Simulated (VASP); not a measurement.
# In2O3 (R-3c) in VASP: a series of runs

The runs below take In2O3 through single point, with PBE.

Program: VASP 6.6.1. These are calculated values, not measurements. Logs are shortened: lines on timing, memory, paths and dates and some standing lists are left out, and cuts for length are marked.

## Step 1: The cell of the first run

It takes space group R-3c (No. 167, trigonal). Conventional cell: a = 5.508 Å, b = 5.508 Å, c = 14.709 Å, α = 90.00°, β = 90.00°, γ = 120.00°. In (site symmetry 3) has 6 O at 2.14 to 2.26 Å within 2.8 Å. O (site symmetry 2) has 4 In at 2.14 to 2.26 Å and 4 O at 2.83 to 2.97 Å within 3.0 Å.

## Step 2: Single point, PBE (uniaxial z strain +1.0%)

Input file INCAR:

```
SYSTEM = In2O3
ALGO = Normal
EDIFF = 1E-6
ENCUT = 520
GGA = PE
ISIF = 2
ISMEAR = -1
LASPH = .True.
LCHARG = .False.
LREAL = .False.
LWAVE = .False.
NBANDS = 55
NELM = 60
PREC = Accurate
SIGMA = 0.02
```

Input file KPOINTS:

```
k-points
0
Gamma
  6 6 6
  0 0 0
```

Input file POSCAR:

```
In2O3
1.0
    2.7538210395      1.5899193185      4.9028835716
   -2.7538210395      1.5899193185      4.9028835716
    0.0000000000     -3.1798386370      4.9028835716
In O
4 6
Direct
    0.8564768484      0.8564768484      0.8564768484
    0.3564768484      0.3564768484      0.3564768484
    0.1435231516      0.1435231516      0.1435231516
    0.6435231516      0.6435231516      0.6435231516
    0.4531462760      0.0468537240      0.7500000000
    0.0468537240      0.7500000000      0.4531462760
    0.5468537240      0.9531462760      0.2500000000
    0.2500000000      0.5468537240      0.9531462760
    0.9531462760      0.2500000000      0.5468537240
    0.7500000000      0.4531462760      0.0468537240
```

Potentials or basis: VASP PAW PBE potentials, release 64 (In_d, O).

Started as:

```console
$ cat potpaw_PBE.64/In_d/POTCAR potpaw_PBE.64/O/POTCAR > POTCAR
$ mpirun -np 1 vasp_std > vasp.out
```

OUTCAR:

```text
SYSTEM = In2O3
   EDIFF = 1E-6
   ENCUT = 520
   GGA = PE
   ISIF = 2
   ISMEAR = -1
   LASPH = .True.
   LREAL = .False.
   NELM = 60
   PREC = Accurate

 ion  position               nearest neighbor table
   1  0.856  0.856  0.856-   8 2.14   7 2.14   9 2.14   5 2.26   6 2.26  10 2.26   4 3.13   3 3.25
                             3 3.25   3 3.25   4 3.64   4 3.64   4 3.64   2 4.02   2 4.02   2 4.02
   2  0.356  0.356  0.356-   6 2.14   5 2.14  10 2.14   7 2.26   9 2.26   8 2.26   3 3.13   4 3.25
                             4 3.25   4 3.25   3 3.64   3 3.64   3 3.64   1 4.02   1 4.02   1 4.02
   3  0.144  0.144  0.144-  10 2.14   5 2.14   6 2.14   7 2.26   9 2.26   8 2.26   2 3.13   1 3.25
                             1 3.25   1 3.25   2 3.64   2 3.64   2 3.64   4 4.02   4 4.02   4 4.02
   4  0.644  0.644  0.644-   9 2.14   7 2.14   8 2.14   5 2.26   6 2.26  10 2.26   1 3.13   2 3.25
                             2 3.25   2 3.25   1 3.64   1 3.64   1 3.64   3 4.02   3 4.02   3 4.02
   5  0.453  0.047  0.750-   2 2.14   3 2.14   1 2.26   4 2.26
   6  0.047  0.750  0.453-   2 2.14   3 2.14   1 2.26   4 2.26
   7  0.547  0.953  0.250-   1 2.14   4 2.14   3 2.26   2 2.26
   8  0.250  0.547  0.953-   1 2.14   4 2.14   3 2.26   2 2.26
   9  0.953  0.250  0.547-   4 2.14   1 2.14   3 2.26   2 2.26
  10  0.750  0.453  0.047-   3 2.14   2 2.14   1 2.26   4 2.26

  LATTYP: Found a trigonal (rhomboedric) cell.
 ALAT       =     5.8437694234
 COS(alpha) =     0.5558647131

  Lattice vectors:

 A1 = (   2.7538210395,   1.5899193185,   4.9028835716)
 A2 = (  -2.7538210395,   1.5899193185,   4.9028835716)
 A3 = (   0.0000000000,  -3.1798386370,   4.9028835716)

Analysis of symmetry for initial positions (statically):
=====================================================================
 Subroutine PRICEL returns:
 Original cell was already a primitive cell.

 Routine SETGRP: Setting up the symmetry group for a
 trigonal (rhombohedral) supercell.

 Subroutine GETGRP returns: Found 12 space group operations
 (whereof  6 operations were pure point group operations)
 out of a pool of 12 trial point group operations.

The static configuration has the point symmetry S_6 .
 The point group associated with its full space group is D_3d.

Analysis of symmetry for dynamics (positions and initial velocities):
=====================================================================
 Subroutine PRICEL returns:
 Original cell was already a primitive cell.

 Routine SETGRP: Setting up the symmetry group for a
 trigonal (rhombohedral) supercell.

 Subroutine GETGRP returns: Found 12 space group operations
 (whereof  6 operations were pure point group operations)
 out of a pool of 12 trial point group operations.

The dynamic configuration has the point symmetry S_6 .
 The point group associated with its full space group is D_3d.

 Subroutine INISYM returns: Found 12 space group operations
 (whereof  6 operations are pure point group operations),
 and found     1 'primitive' translations

----------------------------------------------------------------------------------------

                                     Primitive cell

  volume of cell :     128.7993

  direct lattice vectors                    reciprocal lattice vectors
     2.753821040  1.589919319  4.902883572     0.181565902  0.104827122  0.067987202
    -2.753821040  1.589919319  4.902883572    -0.181565902  0.104827122  0.067987202
     0.000000000 -3.179838637  4.902883572     0.000000000 -0.209654244  0.067987202

  length of vectors
     5.843769423  5.843769423  5.843769423     0.220402273  0.220402273  0.220402273

  position of ions in fractional coordinates (direct lattice)
     0.856476848  0.856476848  0.856476848
     0.356476848  0.356476848  0.356476848
     0.143523152  0.143523152  0.143523152
     0.643523152  0.643523152  0.643523152
     0.453146276  0.046853724  0.750000000
     0.046853724  0.750000000  0.453146276
     0.546853724  0.953146276  0.250000000
     0.250000000  0.546853724  0.953146276
     0.953146276  0.250000000  0.546853724
     0.750000000  0.453146276  0.046853724

  ion indices of the primitive-cell ions
   primitive index   ion index
                 1           1
                 2           2
                 3           3
                 4           4
                 5           5
                 6           6
                 7           7
                 8           8
                 9           9
                10          10

----------------------------------------------------------------------------------------

 KPOINTS: k-points

Automatic generation of k-mesh.
 Grid dimensions read from file:
 generate k-points for:    6    6    6

 Generating k-lattice:

  Cartesian coordinates                     Fractional coordinates (reciprocal lattice)
     0.030260984  0.017471187  0.011331200     0.166666667 -0.000000000 -0.000000000
    -0.030260984  0.017471187  0.011331200    -0.000000000  0.166666667 -0.000000000
     0.000000000 -0.034942374  0.011331200    -0.000000000 -0.000000000  0.166666667

  Length of vectors
     0.036733712  0.036733712  0.036733712

  Shift w.r.t. Gamma in fractional coordinates (k-lattice)
     0.000000000  0.000000000  0.000000000

 Subroutine IBZKPT returns following result:
 ===========================================

 Found     32 irreducible k-points:

 Following reciprocal coordinates:
            Coordinates               Weight
  0.000000  0.000000  0.000000      1.000000
  0.166667 -0.000000  0.000000      6.000000
  0.333333 -0.000000  0.000000      6.000000
  0.500000  0.000000  0.000000      3.000000
  0.166667  0.166667  0.000000      6.000000
  0.333333  0.166667  0.000000     12.000000
[... 16 lines left out ...]
  0.500000  0.500000  0.166667      6.000000
 -0.333333  0.500000  0.166667     12.000000
 [... further k-points ...]
   k-points           NKPTS =     32   k-points in BZ     NKDIM =     32   number of bands    NBANDS=     55
   number of dos      NEDOS =    301   number of ions     NIONS =     10
   total plane-waves  NPLWV = 110592
   dimension x,y,z NGX =    48 NGY =   48 NGZ =   48
   dimension x,y,z NGXF=    96 NGYF=   96 NGZF=   96
   ions per type =               4   6
   NGX,Y,Z   is equivalent  to a cutoff of  13.66, 13.66, 13.66 a.u.
   NGXF,Y,Z  is equivalent  to a cutoff of  27.31, 27.31, 27.31 a.u.
 SYSTEM =  In2O3
   PREC   = accura    normal or accurate (medium, high low for compatibility)
   ISTART =      0    job   : 0-new  1-cont  2-samecut
   ICHARG =      2    charge: 1-file 2-atom 10-const
   ISPIN  =      1    spin polarized calculation?
   LNONCOLLINEAR =      F non collinear calculations
   LSORBIT =      F    spin-orbit coupling
   LASPH  =      T    aspherical Exc in radial PAW
   ENCUT  =  520.0 eV  38.22 Ry    6.18 a.u.  10.87 10.87 10.87*2*pi/ulx,y,z
   NELM   =     60;   NELMIN=  2; NELMDL= -5     # of ELM steps
   EDIFF  = 0.1E-05   stopping-criterion for ELM
   LREAL  =      F    real-space projection
   EDIFFG = 0.1E-04   stopping-criterion for IOM
   NSW    =      0    number of steps for IOM
   IBRION =     -1    ionic relax: 0-MD 1-quasi-New 2-CG
   NFREE  =      0    steps in history (QN), initial steepest desc. (CG)
   ISIF   =      2    stress and relaxation
   ISYM   =      2    0-nonsym 1-usesym 2-fastsym
   POTIM  = 0.5000    time-step for ionic-motion
   TEBEG  =    0.0;   TEEND  =   0.0 temperature during run
   PSTRESS=    0.0 pullay stress
   NELECT =      88.0000    total number of electrons
   NUPDOWN=      -1.0000    fix difference up-down
   EMIN   =  10.00;   EMAX   =-10.00  energy-range for DOS
   EFERMI =   0.00;   METHOD = LEGACY
   ISMEAR =    -1;   SIGMA  =   0.02  broadening in eV -4-tet -1-fermi 0-gaus
   EFERMI_NEDOS =   21; number of points for ismear=-14 and -15
   IALGO  =     38    algorithm
   IMIX   =      4    mixing-type and parameters
     AMIX     =   0.40;   BMIX     =  1.00
     AMIX_MAG =   1.60;   BMIX_MAG =  1.00
  volume/ion in A,a.u.               =      12.88        86.92
  Fermi-wavevector in a.u.,A,eV,Ry     =   1.441887  2.724771 28.287025  2.079038
  Thomas-Fermi vector in A             =   2.560469
   LORBIT       =      0    0 simple, 1 ext, 2 COOP (PROOUT), +10 PAW based schemes
   GGA     = PE    functional components
[... 5 lines left out ...]
 non-spin polarized calculation
  energy-cutoff  :      520.00
  volume of cell :      128.80
 maximum number of plane-waves:      3492
 NGX is ok and might be reduce to    48
   NGX = 21   NGY = 21   NGZ = 21

 number of electron      88.0000002 magnetization

 Free energy of the ion-electron system (eV)
  ---------------------------------------------------
  ext. energy  EPLUGINS =         0.00000000
  ---------------------------------------------------
  free energy    TOTEN  =       -55.40160338 eV

  energy without entropy =      -55.40160338  energy(sigma->0) =      -55.40160338

 E-fermi :   5.8375     XC(G=0): -11.1176

 val. band max:        5.3753320188   @ k =  -0.1667   0.1667   0.0000
 cond. band min:       6.5384969543   @ k =   0.0000   0.0000   0.0000
 fundamental gap:      1.1631649356
 Fermi energy:         5.8374607020

 k-point     1 :       0.0000    0.0000    0.0000
  band No.  band energies     occupation
      1     -12.1462      2.00000
      2     -11.2961      2.00000
      3     -11.2961      2.00000
      4     -11.0794      2.00000
      5     -11.0794      2.00000
      6     -11.0125      2.00000
[... 47 lines left out ...]
     54      15.1978      0.00000
     55      15.7086      0.00000

 k-point     2 :       0.1667   -0.0000    0.0000
  band No.  band energies     occupation
      1     -12.0721      2.00000
      2     -11.2868      2.00000
      3     -11.2820      2.00000
      4     -11.1484      2.00000
      5     -11.0963      2.00000
      6     -11.0350      2.00000
[... 1268 lines left out ...]
 k-point    24 :      -0.3333    0.5000    0.1667
  band No.  band energies     occupation
      1     -11.6574      2.00000
      2     -11.5209      2.00000
      3     -11.3124      2.00000
      4     -11.2433      2.00000
      5     -11.1261      2.00000
      6     -11.0297      2.00000
[... 47 lines left out ...]
     54      15.9240      0.00000
     55      16.5713      0.00000

 [... further k-points ...]

------------------------ aborting loop because EDIFF is reached ----------------------------------------

  FORCE on cell =-STRESS in cart. coord.  units (eV):
  Direction    XX          YY          ZZ          XY          YZ          ZX
  --------------------------------------------------------------------------------------
  -------------------------------------------------------------------------------------
  Total        4.7104842      4.7104842      3.3108529      0.0000000      0.0000000      0.0000000
  in kB       58.5952623     58.5952623     41.1847886      0.0000000      0.0000000      0.0000000
  external PRESSURE =      52.7917711 kB  Pullay stress =       0.0000000 kB

 VOLUME and BASIS-vectors are now :
 -----------------------------------------------------------------------------
  energy-cutoff  :      520.00
  volume of cell :      128.80
      direct lattice vectors                 reciprocal lattice vectors
     2.753821040  1.589919319  4.902883572     0.181565902  0.104827122  0.067987202
    -2.753821040  1.589919319  4.902883572    -0.181565902  0.104827122  0.067987202
     0.000000000 -3.179838637  4.902883572     0.000000000 -0.209654244  0.067987202

 POSITION                                       TOTAL-FORCE (eV/Angst)
 -----------------------------------------------------------------------------------
      0.00000      0.00000     12.59762        -0.000000      0.000000      0.089346
      0.00000      0.00000      5.24329        -0.000000     -0.000000      0.089346
      0.00000      0.00000      2.11103        -0.000000     -0.000000     -0.089346
      0.00000      0.00000      9.46536        -0.000000      0.000000     -0.089346
      1.11886     -1.58992      6.12860         0.006864      0.000000      0.000000
     -1.93634     -0.17400      6.12860        -0.003432     -0.005944      0.000000
     -1.11886      1.58992      8.58005        -0.006864      0.000000      0.000000
     -0.81748     -1.76392      8.58005         0.003432     -0.005944      0.000000
      1.93634      0.17400      8.58005         0.003432      0.005944      0.000000
      0.81748      1.76392      6.12860        -0.003432      0.005944      0.000000
 -----------------------------------------------------------------------------------
    total drift:                               -0.000000      0.000000     -0.000000

  FREE ENERGIE OF THE ION-ELECTRON SYSTEM (eV)
  ---------------------------------------------------
  free  energy   TOTEN  =       -55.4016033812 eV

  energy  without entropy=      -55.4016033812  energy(sigma->0) =      -55.40160338
```

Run time: 5.3 min. Hardware: 1 thread of Intel Xeon Platinum 8488C (Sapphire Rapids), shared host; peak memory 0.39 GiB.

What came out:

| Item | Value |
| --- | --- |
| Free energy | -55.4016 eV |
| Pressure | 5.3 GPa |
| Largest force | 0.089 eV/Å |
| Band gap on the k mesh | 1.16 eV (least direct gap 1.20 eV) |

Forces on the atoms (eV/Å):
```
In   0.000  0.000  0.089
In   0.000  0.000  0.089
In   0.000  0.000 -0.089
In   0.000  0.000 -0.089
O    0.007  0.000  0.000
O   -0.003 -0.006  0.000
O   -0.007  0.000  0.000
O    0.003 -0.006  0.000
O    0.003  0.006  0.000
O   -0.003  0.006  0.000
```

Stress tensor (GPa, compression positive):
```
5.86 0.00 0.00
0.00 5.86 0.00
0.00 0.00 4.12
```

Caveat: the cell differs from its parent crystal (uniaxial z strain +1.0%); the cell stands under pressure; spin-orbit coupling is left out, which moves the levels of the heavy elements. A k mesh can miss the band edges.

## Step 3: Single point, PBE (uniaxial z strain +2.0%)

Input file INCAR:

```
SYSTEM = In2O3
PREC = Accurate
ENCUT = 520
EDIFF = 1E-6
ISMEAR = -1
SIGMA = 0.02
LREAL = .False.
LASPH = .True.
NELM = 100
ALGO = Normal
ISIF = 2
LWAVE = .False.
LCHARG = .False.
GGA = PE
NBANDS = 55
```

Input file KPOINTS:

```
regular mesh
0
Gamma
  6 6 6
  0 0 0
```

Input file POSCAR:

```
In2O3
1.0
    2.7538210395      1.5899193185      4.9514269733
   -2.7538210395      1.5899193185      4.9514269733
    0.0000000000     -3.1798386370      4.9514269733
In O
4 6
Direct
    0.8559346761      0.8559346761      0.8559346761
    0.3559346761      0.3559346761      0.3559346761
    0.1440653239      0.1440653239      0.1440653239
    0.6440653239      0.6440653239      0.6440653239
    0.4529075648      0.0470924352      0.7500000000
    0.0470924352      0.7500000000      0.4529075648
    0.5470924352      0.9529075648      0.2500000000
    0.2500000000      0.5470924352      0.9529075648
    0.9529075648      0.2500000000      0.5470924352
    0.7500000000      0.4529075648      0.0470924352
```

Potentials or basis: VASP PAW PBE potentials, release 64 (In_d, O).

Started as:

```console
$ cat potpaw_PBE.64/In_d/POTCAR potpaw_PBE.64/O/POTCAR > POTCAR
$ mpirun -np 1 vasp_std > vasp.out
```

Run time: 5.3 min. Hardware: 1 thread of Intel Xeon Platinum 8488C (Sapphire Rapids), shared host; peak memory 0.39 GiB.

Results (log left out):

```yaml
Free_energy: -55.4247 eV
Pressure: 3.8 GPa
Largest_force: 0.083 eV/Å
Band_gap_on_the_k_mesh: 1.10 eV (least direct gap 1.14 eV)
```

Forces on the atoms (eV/Å):
```
In   0.000  0.000  0.083
In   0.000  0.000  0.083
In   0.000  0.000 -0.083
In   0.000  0.000 -0.083
O    0.007  0.000  0.000
O   -0.003 -0.006  0.000
O   -0.007  0.000  0.000
O    0.003 -0.006  0.000
O    0.003  0.006  0.000
O   -0.003  0.006  0.000
```

Stress tensor (GPa, compression positive):
```
4.68 0.00 0.00
0.00 4.68 0.00
0.00 0.00 1.96
```

Levels at points of the mesh, in eV from the valence-band top:
| k point | band 42 | band 43 | band 44 | band 45 | band 46 | band 47 |
| --- | --- | --- | --- | --- | --- | --- |
| (0.00, 0.00, 0.00) | -0.25 | -0.03 | -0.03 | 1.10 | 5.48 | 6.01 |
| (0.50, 0.00, 0.00) | -0.76 | -0.08 | -0.08 | 4.77 | 4.77 | 5.70 |
| (0.50, 0.50, 0.00) | -0.36 | -0.10 | -0.05 | 4.94 | 5.38 | 6.25 |
| (0.50, 0.50, 0.50) | -0.17 | -0.17 | -0.17 | 4.23 | 4.23 | 6.93 |

Caveat: the cell differs from its parent crystal (uniaxial z strain +2.0%); the cell stands under pressure; spin-orbit coupling is left out, which moves the levels of the heavy elements. A k mesh can miss the band edges.

[end of part 1 of 2]
